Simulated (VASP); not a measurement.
A run of VASP 6.6.1:

Contents of INCAR:

```
SYSTEM = C
ALGO = Normal
EDIFF = 1E-6
ENCUT = 520
GGA = RP
ISIF = 2
ISMEAR = -1
LASPH = .True.
LCHARG = .False.
LREAL = .False.
LWAVE = .False.
NBANDS = 11
NELM = 100
PREC = Accurate
SIGMA = 0.1
```

KPOINTS

```
k-points
0
Gamma
  23 23 4
  0 0 0
```

The input POSCAR:

```
C
1.0
    1.7328695504      0.0000000000      0.0000000000
   -0.8664347752      1.5007090521      0.0000000000
    0.0000000000      0.0000000000      9.1411224406
C
2
Direct
    0.3333333333      0.6666666667      0.2500000000
    0.6666666667      0.3333333333      0.7500000000
```

Potentials or basis: VASP PAW PBE potentials, release 64 (C).

Command:

```bash
$ cat potpaw_PBE.64/C/POTCAR > POTCAR
$ mpirun -np 1 vasp_std > vasp.out
```

Hardware: 1 thread of Intel Xeon 6975P-C, on a shared host.

Q: Estimate the wall time of this run.

A: Wall time 23 s on 1 thread of Intel Xeon 6975P-C, on a shared host, peak memory 0.15 GiB. Counts: scf iterations 11, k points 168.
